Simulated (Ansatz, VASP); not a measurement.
**Two plane-wave programs on Cd2C**

```
Cd C
1.0
     4.67819    0.00000    0.00000
    -2.33909    4.05143    0.00000
     0.00000    0.00000    2.99733
Cd C
2 1
Direct
  0.33333 0.66667 0.94910
  0.66667 0.33333 0.94910
  0.00000 0.00000 0.95220
```

Alike in both runs: functional PBE; k mesh 6 × 6 × 6; occupations gaussian, width 0.1 eV; no spin polarisation.

Ansatz relaxed the structure, and its values are those at the end. VASP's run is a single point on that final structure, the one shown.

|  | VASP | Ansatz |
| --- | --- | --- |
| version | VASP 6.6.1 | Ansatz 0.2.0 |
| potentials or method | VASP PAW PBE potentials, release 64 (Cd, C), cutoff 520 eV | scalar-relativistic, plane waves, PAW |
| valence electrons in the cell | 28 | 44 |

```tsv
	VASP	Ansatz	Ansatz less VASP
gap on the k mesh at the Fermi level (eV)	none	none	-
pressure (GPa)	0.5	-0.1	-0.54
```

A gap of «none» marks a metal or a gap that the smearing closes. VASP's potentials hold 28 valence electrons a cell and Ansatz's 44, so a difference there can come from the potentials and not from the codes.
